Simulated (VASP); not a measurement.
# HfN (k07) (Fm-3m) in VASP: notebook

Runs on HfN (k07). Level: LDA. Tasks: single point, relaxation of cell and atoms.

Everything below comes from runs of VASP 6.6.1. Logs are shortened: lines on timing, memory, paths and dates and some standing lists are left out, and cuts for length are marked.

**1. The cell of the first run**

Symmetry: Fm-3m, No. 225, cubic system. Conventional cell: a = 4.512 Å, b = 4.512 Å, c = 4.512 Å, α = 90.00°, β = 90.00°, γ = 90.00°. Hf (site symmetry m-3m) has 6 N at 2.26 Å within 3.0 Å. Within 3.0 Å of N (site symmetry m-3m) lie 6 Hf at 2.26 Å.

**2. Single point, LDA**

Input file INCAR:

```
  PREC = Accurate
  ENCUT = 520
  EDIFF = 1E-6
  ISMEAR = 0
  SIGMA = 0.1
  LREAL = False
  LASPH = True
  NELM = 80
  ALGO = Normal
  ISIF = 2
  LWAVE = False
  LCHARG = False
  NBANDS = 14
```

Input file KPOINTS:

```
Automatic mesh
0
Gamma
  8 8 8
```

Input file POSCAR:

```
HfN
1.0
    0.0000000000      2.2558601200      2.2558601200
    2.2558601200      0.0000000000      2.2558601200
    2.2558601200      2.2558601200      0.0000000000
Hf N
1 1
Direct
    0.0000000000      0.0000000000      0.0000000000
    0.5000000000      0.5000000000      0.5000000000
```

Potentials or basis: VASP PAW LDA potentials, release 64 (Hf_pv, N).

Launch:

```sh
cat potpaw_LDA.64/Hf_pv/POTCAR potpaw_LDA.64/N/POTCAR > POTCAR
mpirun -np 1 vasp_std > vasp.out
```

OUTCAR:

```text
PREC = Accurate
   ENCUT = 520
   EDIFF = 1E-6
   ISMEAR = 0
   LREAL = False
   LASPH = True
   NELM = 80
   ISIF = 2

 ion  position               nearest neighbor table
   1  0.000  0.000  0.000-   2 2.26   2 2.26   2 2.26   2 2.26   2 2.26   2 2.26
   2  0.500  0.500  0.500-   1 2.26   1 2.26   1 2.26   1 2.26   1 2.26   1 2.26

  LATTYP: Found a face centered cubic cell.
 ALAT       =     4.5117202400

  Lattice vectors:

 A1 = (   0.0000000000,   2.2558601200,   2.2558601200)
 A2 = (   2.2558601200,   0.0000000000,   2.2558601200)
 A3 = (   2.2558601200,   2.2558601200,   0.0000000000)

Analysis of symmetry for initial positions (statically):
=====================================================================
 Subroutine PRICEL returns:
 Original cell was already a primitive cell.

 Routine SETGRP: Setting up the symmetry group for a
 face centered cubic supercell.

 Subroutine GETGRP returns: Found 48 space group operations
 (whereof 48 operations were pure point group operations)
 out of a pool of 48 trial point group operations.

The static configuration has the point symmetry O_h .

Analysis of symmetry for dynamics (positions and initial velocities):
=====================================================================
 Subroutine PRICEL returns:
 Original cell was already a primitive cell.

 Routine SETGRP: Setting up the symmetry group for a
 face centered cubic supercell.

 Subroutine GETGRP returns: Found 48 space group operations
 (whereof 48 operations were pure point group operations)
 out of a pool of 48 trial point group operations.

The dynamic configuration has the point symmetry O_h .

 Subroutine INISYM returns: Found 48 space group operations
 (whereof 48 operations are pure point group operations),
 and found     1 'primitive' translations

----------------------------------------------------------------------------------------

                                     Primitive cell

  volume of cell :      22.9597

  direct lattice vectors                    reciprocal lattice vectors
     0.000000000  2.255860120  2.255860120    -0.221644948  0.221644948  0.221644948
     2.255860120  0.000000000  2.255860120     0.221644948 -0.221644948  0.221644948
     2.255860120  2.255860120  0.000000000     0.221644948  0.221644948 -0.221644948

  length of vectors
     3.190267977  3.190267977  3.190267977     0.383900312  0.383900312  0.383900312

  position of ions in fractional coordinates (direct lattice)
     0.000000000  0.000000000  0.000000000
     0.500000000  0.500000000  0.500000000

  ion indices of the primitive-cell ions
   primitive index   ion index
                 1           1
                 2           2

----------------------------------------------------------------------------------------

 KPOINTS: Automatic mesh

Automatic generation of k-mesh.
 Grid dimensions read from file:
 generate k-points for:    8    8    8

 Generating k-lattice:

  Cartesian coordinates                     Fractional coordinates (reciprocal lattice)
    -0.027705619  0.027705619  0.027705619     0.125000000  0.000000000  0.000000000
     0.027705619 -0.027705619  0.027705619     0.000000000  0.125000000  0.000000000
     0.027705619  0.027705619 -0.027705619     0.000000000  0.000000000  0.125000000

  Length of vectors
     0.047987539  0.047987539  0.047987539

  Shift w.r.t. Gamma in fractional coordinates (k-lattice)
     0.000000000  0.000000000  0.000000000

 Subroutine IBZKPT returns following result:
 ===========================================

 Found     29 irreducible k-points:

 Following reciprocal coordinates:
            Coordinates               Weight
  0.000000  0.000000  0.000000      1.000000
  0.125000  0.000000  0.000000      8.000000
  0.250000  0.000000  0.000000      8.000000
  0.375000  0.000000  0.000000      8.000000
  0.500000  0.000000  0.000000      4.000000
  0.125000  0.125000  0.000000      6.000000
[... 16 lines left out ...]
  0.500000  0.250000  0.125000     48.000000
 -0.375000  0.250000  0.125000     24.000000
 [... further k-points ...]
   k-points           NKPTS =     29   k-points in BZ     NKDIM =     29   number of bands    NBANDS=     14
   number of dos      NEDOS =    301   number of ions     NIONS =      2
   total plane-waves  NPLWV =  13824
   dimension x,y,z NGX =    24 NGY =   24 NGZ =   24
   dimension x,y,z NGXF=    48 NGYF=   48 NGZF=   48
   ions per type =               1   1
   NGX,Y,Z   is equivalent  to a cutoff of  12.51, 12.51, 12.51 a.u.
   NGXF,Y,Z  is equivalent  to a cutoff of  25.01, 25.01, 25.01 a.u.
 SYSTEM =  unknown system
   PREC   = accura    normal or accurate (medium, high low for compatibility)
   ISTART =      0    job   : 0-new  1-cont  2-samecut
   ICHARG =      2    charge: 1-file 2-atom 10-const
   ISPIN  =      1    spin polarized calculation?
   LNONCOLLINEAR =      F non collinear calculations
   LSORBIT =      F    spin-orbit coupling
[... 28 lines left out ...]
   GGA     = CA    functional components
   LHFCALC =     F    Hartree Fock is set to
   AEXX    =    0.0000 exact exchange contribution
   IVDW    =     0    specifies the selected vdW correction
   LEPSILON=     F    determine dielectric tensor
   LRPA    =     F    only Hartree local field effects (RPA)
 non-spin polarized calculation
 Gauss-broadening in eV      SIGMA  =   0.10
  energy-cutoff  :      520.00
  volume of cell :       22.96
 maximum number of plane-waves:       636
   NGX = 11   NGY = 11   NGZ = 11

 number of electron      14.9999998 magnetization

 Free energy of the ion-electron system (eV)
  ---------------------------------------------------
  ext. energy  EPLUGINS =         0.00000000
  ---------------------------------------------------
  free energy    TOTEN  =       -23.83246526 eV

  energy without entropy =      -23.82811752  energy(sigma->0) =      -23.83029139

 E-fermi :   8.2170     XC(G=0): -13.0018

 val. band max:        8.1720220272   @ k =   0.1250   0.0000   0.0000
 cond. band min:       8.2322778834   @ k =   0.3750   0.1250   0.0000
 fundamental gap:      0.0602558562
 Fermi energy:         8.2170136782

 k-point     1 :       0.0000    0.0000    0.0000
  band No.  band energies     occupation
      1     -22.6994      2.00000
      2     -22.6994      2.00000
      3     -22.6994      2.00000
      4      -9.0167      2.00000
      5       5.2884      2.00000
      6       5.2884      2.00000
      7       5.2884      2.00000
      8       7.8336      2.00000
      9       7.8336      2.00000
     10       7.8336      2.00000
     11      10.1440      0.00000
     12      10.1440      0.00000
     13      10.2639      0.00000
     14      17.8907      0.00000

 k-point     2 :       0.1250    0.0000    0.0000
  band No.  band energies     occupation
      1     -22.8586      2.00000
      2     -22.7128      2.00000
      3     -22.7128      2.00000
      4      -8.6541      2.00000
      5       3.9674      2.00000
      6       4.4804      2.00000
      7       4.4804      2.00000
      8       8.1720      1.47540
      9       8.3288      0.11392
     10       8.3288      0.11392
     11      11.2686      0.00000
     12      11.2691      0.00000
     13      11.2691      0.00000
     14      19.0538      0.00000

 k-point     3 :       0.2500    0.0000    0.0000
  band No.  band energies     occupation
      1     -23.2214      2.00000
      2     -22.7447      2.00000
      3     -22.7447      2.00000
      4      -7.7365      2.00000
      5       1.8532      2.00000
      6       3.2371      2.00000
      7       3.2371      2.00000
      8       8.8134      0.00000
      9       9.5310      0.00000
     10       9.5310      0.00000
     11      13.0480      0.00000
     12      13.5574      0.00000
     13      13.5574      0.00000
     14      19.5761      0.00000
[... 324 lines left out ...]
 k-point    23 :       0.5000    0.2500    0.1250
  band No.  band energies     occupation
      1     -23.4602      2.00000
      2     -23.0147      2.00000
      3     -22.8448      2.00000
      4      -6.9457      2.00000
      5       0.7353      2.00000
      6       2.5364      2.00000
      7       2.9814      2.00000
      8       8.4764      0.00024
      9      11.7397      0.00000
     10      11.9758      0.00000
     11      13.2578      0.00000
     12      15.5257      0.00000
     13      17.4084      0.00000
     14      19.3641      0.00000

 k-point    24 :      -0.3750    0.2500    0.1250
  band No.  band energies     occupation
      1     -23.5345      2.00000
      2     -23.0386      2.00000
      3     -22.8741      2.00000
      4      -6.7454      2.00000
      5       0.5430      2.00000
      6       2.5279      2.00000
      7       2.5712      2.00000
      8       9.8808      0.00000
      9      10.2967      0.00000
     10      12.5807      0.00000
     11      14.6676      0.00000
     12      16.0169      0.00000
     13      17.6870      0.00000
     14      18.9210      0.00000

 [... further k-points ...]

------------------------ aborting loop because EDIFF is reached ----------------------------------------

  FORCE on cell =-STRESS in cart. coord.  units (eV):
  Direction    XX          YY          ZZ          XY          YZ          ZX
  --------------------------------------------------------------------------------------
  -------------------------------------------------------------------------------------
  Total       -1.3286250     -1.3286250     -1.3286250      0.0000000      0.0000000      0.0000000
  in kB      -92.7142503    -92.7142503    -92.7142503      0.0000000      0.0000000      0.0000000
  external PRESSURE =     -92.7142503 kB  Pullay stress =       0.0000000 kB

 VOLUME and BASIS-vectors are now :
 -----------------------------------------------------------------------------
  energy-cutoff  :      520.00
  volume of cell :       22.96
      direct lattice vectors                 reciprocal lattice vectors
     0.000000000  2.255860120  2.255860120    -0.221644948  0.221644948  0.221644948
     2.255860120  0.000000000  2.255860120     0.221644948 -0.221644948  0.221644948
     2.255860120  2.255860120  0.000000000     0.221644948  0.221644948 -0.221644948

 POSITION                                       TOTAL-FORCE (eV/Angst)
 -----------------------------------------------------------------------------------
      0.00000      0.00000      0.00000         0.000000      0.000000      0.000000
      2.25586      2.25586      2.25586         0.000000      0.000000      0.000000
 -----------------------------------------------------------------------------------
    total drift:                                0.000000     -0.000000     -0.000000

  FREE ENERGIE OF THE ION-ELECTRON SYSTEM (eV)
  ---------------------------------------------------
  free  energy   TOTEN  =       -23.8324652586 eV

  energy  without entropy=      -23.8281175171  energy(sigma->0) =      -23.83029139
```

Wall time 4.3 s (1 thread of Intel Xeon 6975P-C (Granite Rapids), shared host); peak memory 0.13 GiB.

Results:

* Free energy: -23.8325 eV
* Pressure: -9.3 GPa

Levels at points of the mesh, in eV from the Fermi level:
```tsv
k point	band 5	band 6	band 7	band 8	band 9	band 10	band 11	band 12
(0.00, 0.00, 0.00)	-2.93	-2.93	-2.93	-0.38	-0.38	-0.38	1.93	1.93
(0.50, 0.00, 0.00)	-8.84	-6.15	-6.15	3.31	3.69	3.69	4.59	8.88
(0.50, 0.50, 0.00)	-5.27	-3.83	-3.58	-3.58	4.07	5.53	5.53	5.73
```

Caveat: spin-orbit coupling is left out, which moves the levels of the heavy elements.

**3. Single point, LDA**

This run uses another cell than the first one, of 11.15 Å³/atom, 0.971 times its volume.

Input file INCAR:

```
PREC = Accurate
ENCUT = 520
EDIFF = 1E-6
ISMEAR = 0
SIGMA = 0.1
LREAL = False
LASPH = True
NELM = 60
ALGO = Normal
ISIF = 2
LWAVE = False
LCHARG = False
NBANDS = 14
```

Input file KPOINTS:

```
Automatic mesh
0
Gamma
  22 22 22
```

Input file POSCAR:

```
HfN
1.0
    0.0000000000      2.2340868649      2.2340868649
    2.2340868649      0.0000000000      2.2340868649
    2.2340868649      2.2340868649      0.0000000000
Hf N
1 1
Direct
    0.0000000000      0.0000000000      0.0000000000
    0.5000000000      0.5000000000      0.5000000000
```

Potentials or basis: VASP PAW LDA potentials, release 64 (Hf_pv, N).

Launch:

```sh
cat potpaw_LDA.64/Hf_pv/POTCAR potpaw_LDA.64/N/POTCAR > POTCAR
mpirun -np 1 vasp_std > vasp.out
```

It took 32 s on 1 thread of Intel Xeon 6975P-C (Granite Rapids), shared host; peak memory 0.21 GiB.

Results (log left out):

```
Free energy : -23.8716 eV
Pressure    : -1.3 GPa
```

Levels at points of the mesh, in eV from the Fermi level:
| k point | band 5 | band 6 | band 7 | band 8 | band 9 | band 10 | band 11 | band 12 |
| --- | --- | --- | --- | --- | --- | --- | --- | --- |
| (0.00, 0.00, 0.00) | -2.99 | -2.99 | -2.99 | -0.41 | -0.41 | -0.41 | 1.99 | 1.99 |
| (0.50, 0.00, 0.00) | -9.03 | -6.32 | -6.32 | 3.43 | 3.84 | 3.84 | 4.73 | 9.22 |
| (0.50, 0.50, 0.00) | -5.28 | -3.97 | -3.62 | -3.62 | 4.23 | 5.75 | 5.75 | 6.08 |

Caveat: spin-orbit coupling is left out, which moves the levels of the heavy elements.

**4. Single point, LDA**

This run uses another cell than the first one, of 11.16 Å³/atom, 0.972 times its volume.

Input file INCAR:

```
PREC = Accurate ; ENCUT = 520
EDIFF = 1E-6 ; ISMEAR = -1
SIGMA = 0.15 ; LREAL = F
LASPH = T ; NELM = 60
ALGO = Normal ; ISIF = 2
LWAVE = F ; LCHARG = F
GGA = CA ; NBANDS = 14
```

KPOINTS is that of step 3.

Input file POSCAR:

```
HfN
1.0
    0.0000000000      2.2344856022      2.2344856022
    2.2344856022      0.0000000000      2.2344856022
    2.2344856022      2.2344856022      0.0000000000
Hf N
1 1
Direct
    0.0000000000      0.0000000000      0.0000000000
    0.5000000000      0.5000000000      0.5000000000
```

Launch:

```sh
cat potpaw_LDA.64/Hf_pv/POTCAR potpaw_LDA.64/N/POTCAR > POTCAR
mpirun -np 1 vasp_std > vasp.out
```

It took 33 s on 1 thread of Intel Xeon 6975P-C (Granite Rapids), shared host; peak memory 0.21 GiB.

Results (log left out):

| Item | Value |
| --- | --- |
| Free energy | -23.8912 eV |
| Pressure | -1.3 GPa |

Levels at points of the mesh, in eV from the Fermi level:
| k point | band 6 | band 7 | band 8 | band 9 | band 10 | band 11 |
| --- | --- | --- | --- | --- | --- | --- |
| (0.00, 0.00, 0.00) | -2.98 | -2.98 | -0.40 | -0.40 | -0.40 | 1.99 |
| (0.50, 0.00, 0.00) | -6.32 | -6.32 | 3.43 | 3.84 | 3.84 | 4.74 |
| (0.50, 0.50, 0.00) | -3.97 | -3.61 | -3.61 | 4.23 | 5.75 | 5.75 |

Caveat: spin-orbit coupling is left out, which moves the levels of the heavy elements.

**5. Relaxation of cell and atoms, LDA**

This run uses another cell than the first one, of 11.15 Å³/atom, 0.971 times its volume.

Input file INCAR:

```
SYSTEM = HfN
PREC = Accurate
ENCUT = 600
EDIFF = 1E-6
ISMEAR = -1
SIGMA = 0.15
LREAL = .FALSE.
LASPH = .TRUE.
NELM = 80
ALGO = Normal
ISIF = 3
LWAVE = .FALSE.
LCHARG = .FALSE.
GGA = CA
IBRION = 2
NSW = 80
EDIFFG = -0.001
```

Input file KPOINTS:

```
Automatic mesh
0
G
  22 22 22
  0 0 0
```

Input file POSCAR:

```
HfN
1.0
    0.0000000000      2.2340868649      2.2340868649
    2.2340868649      0.0000000000      2.2340868649
    2.2340868649      2.2340868649      0.0000000000
Hf N
1 1
Direct
    0.0000000000      0.0000000000      0.0000000000
    0.5000000000      0.5000000000      0.5000000000
```

Launch:

```sh
cat potpaw_LDA.64/Hf_pv/POTCAR potpaw_LDA.64/N/POTCAR > POTCAR
mpirun -np 1 vasp_std > vasp.out
```

Wall time 99 s (1 thread of Intel Xeon 6975P-C (Granite Rapids), shared host); peak memory 0.25 GiB.

Results (log left out):

```
Free energy                            : -23.8921 eV
Relaxed volume                         : 11.11 Å³/atom
Relaxed cell                           : a = 3.156 Å, b = 3.156 Å, c = 3.156 Å, α = 60.00°, β = 60.00°, γ = 60.00°
Space group after relaxing (to 0.05 Å) : Fm-3m (No. 225)
Energy gained by relaxing              : 0.1 meV/atom
Ionic steps                            : 3
Pressure after relaxing                : 0.0 GPa
```

The path:
```
step  energy change (eV)  largest force (eV/Å)  pressure (GPa)  volume (Å³)
   1              0.0000                0.0000           -1.12        22.30
   2              0.0009                0.0000            2.34        22.05
   3             -0.0003                0.0000            0.00        22.22
```

Final structure:
```
Hf N
1.0
     0.00000    2.23131    2.23131
     2.23131    0.00000    2.23131
     2.23131    2.23131    0.00000
Hf N
1 1
Direct
  0.00000 0.00000 0.00000
  0.50000 0.50000 0.50000
```

Levels at points of the mesh, in eV from the Fermi level:
```
           k point  band 4  band 5  band 6  band 7  band 8  band 9  band 10  band 11
(0.00, 0.00, 0.00)  -17.45   -2.99   -2.99   -2.99   -0.41   -0.41    -0.41     2.00
(0.50, 0.00, 0.00)  -14.41   -9.05   -6.34   -6.34    3.45    3.86     3.86     4.76
(0.50, 0.50, 0.00)  -16.33   -5.27   -3.99   -3.61   -3.61    4.25     5.79     5.80
```

Caveat: spin-orbit coupling is left out, which moves the levels of the heavy elements.

**6. Relaxation of cell and atoms, LDA**

Input file INCAR:

```
ALGO = Normal
EDIFF = 1E-7
EDIFFG = -0.002
ENCUT = 600
IBRION = 2
ISIF = 3
ISMEAR = 0
LASPH = True
LCHARG = False
LREAL = False
LWAVE = False
NELM = 80
NSW = 100
PREC = Accurate
SIGMA = 0.1
```

Input file KPOINTS:

```
k-points
0
Gamma
  22 22 22
```

Input file POSCAR:

```
HfN
1.0
    0.0000000000      2.2558601200      2.2558601200
    2.2558601200      0.0000000000      2.2558601200
    2.2558601200      2.2558601200      0.0000000000
Hf N
1 1
Direct
    0.0000000000      0.0000000000      0.0000000000
    0.5000000000      0.5000000000      0.5000000000
```

Potentials or basis: VASP PAW LDA potentials, release 64 (Hf_pv, N).

Launch:

```sh
cat potpaw_LDA.64/Hf_pv/POTCAR potpaw_LDA.64/N/POTCAR > POTCAR
mpirun -np 1 vasp_std > vasp.out
```

It took 2.1 min on 1 thread of Intel Xeon 6975P-C (Granite Rapids), shared host; peak memory 0.25 GiB.

The run converged. Its results:

```
Free energy                            : -23.8732 eV
Relaxed volume                         : 11.10 Å³/atom
Relaxed cell                           : a = 3.155 Å, b = 3.155 Å, c = 3.155 Å, α = 60.00°, β = 60.00°, γ = 60.00°
Space group after relaxing (to 0.05 Å) : Fm-3m (No. 225)
Energy gained by relaxing              : 11.6 meV/atom
Ionic steps                            : 4
Pressure after relaxing                : 0.0 GPa
```

Step by step:
| step | energy change (eV) | largest force (eV/Å) | pressure (GPa) | volume (Å³) |
| --- | --- | --- | --- | --- |
| 1 | 0.0000 | 0.0000 | -9.58 | 22.96 |
| 2 | 0.0797 | 0.0000 | 24.12 | 20.75 |
| 3 | -0.0232 | 0.0000 | -0.24 | 22.22 |
| 4 | -0.0233 | 0.0000 | -0.02 | 22.21 |

Final structure:
```xyz
2
Lattice="0.0000 2.2309 2.2309 2.2309 0.0000 2.2309 2.2309 2.2309 0.0000" Properties=species:S:1:pos:R:3 pbc="T T T"
Hf    2.2309    4.4618    2.2309
N     2.2309    2.2309    2.2309
```

Levels at points of the mesh, in eV from the Fermi level:
```csv
k point,band 4,band 5,band 6,band 7,band 8,band 9,band 10,band 11
"(0.00, 0.00, 0.00)",-17.46,-2.99,-2.99,-2.99,-0.41,-0.41,-0.41,2.00
"(0.50, 0.00, 0.00)",-14.42,-9.06,-6.35,-6.35,3.45,3.86,3.86,4.76
"(0.50, 0.50, 0.00)",-16.34,-5.28,-3.99,-3.62,-3.62,4.25,5.79,5.79
```

Caveat: spin-orbit coupling is left out, which moves the levels of the heavy elements.

**7. Summary**

```tsv
task	cell	k mesh	cutoff (eV)	smearing	gap on the mesh (eV)	pressure (GPa)	relaxed volume (Å³/atom)
single point	a = 3.190 Å, angles 60.0°, 2 atoms	8 × 8 × 8	520	gaussian 0.1 eV	none	-9.3	-
single point	a = 3.159 Å, angles 60.0°, 2 atoms	22 × 22 × 22	520	gaussian 0.1 eV	none	-1.3	-
single point	a = 3.160 Å, angles 60.0°, 2 atoms	22 × 22 × 22	520	fermi-dirac 0.15 eV	none	-1.3	-
relaxation of cell and atoms	relaxed from a = 3.159 Å, angles 60.0°, 2 atoms	22 × 22 × 22	600	fermi-dirac 0.15 eV	none	0.0	11.11
relaxation of cell and atoms	relaxed from a = 3.190 Å, angles 60.0°, 2 atoms	22 × 22 × 22	600	gaussian 0.1 eV	none	0.0	11.10
```

Alike in all rows: level LDA; potentials or basis VASP PAW LDA potentials, release 64 (Hf_pv, N); no spin polarisation.

Caveats: spin-orbit coupling is left out, which moves the levels of the heavy elements.

Absolute energies hang on the potentials; compare differences alone.
